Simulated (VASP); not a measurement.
The system is MgS.

```
S Mg
1.0
     0.00000    2.60165    2.60165
     2.60165    0.00000    2.60165
     2.60165    2.60165    0.00000
S Mg
1 1
Cartesian
  2.6016 2.6016 2.6016
  0.0000 0.0000 0.0000
```

Base run:

* Program: VASP 6.6.1
* Functional: PBE
* Potentials or basis: VASP PAW PBE potentials, release 64 (S, Mg)
* Cutoff: 520 eV
* k mesh: 5 × 5 × 5
* Occupations: fermi-dirac, width 0.04 eV
* Spin: no spin polarisation

Its results: band gap on the k mesh 3.18 eV (least direct gap 3.71 eV); pressure 1.0 GPa.

Problem. The run is repeated on the same cell with these changes: functional from PBE to PBEsol; occupations from fermi-dirac, width 0.04 eV to fermi-dirac, width 0.03 eV. What comes out?

Solution. Band gap on the k mesh 3.11 eV (least direct gap 3.59 eV); pressure -1.0 GPa.

Caveats: an odd mesh through Γ misses points on the zone boundary, where band edges can lie; the PAW data sets were made with another functional, which shifts forces and pressure a little (at least some runs).
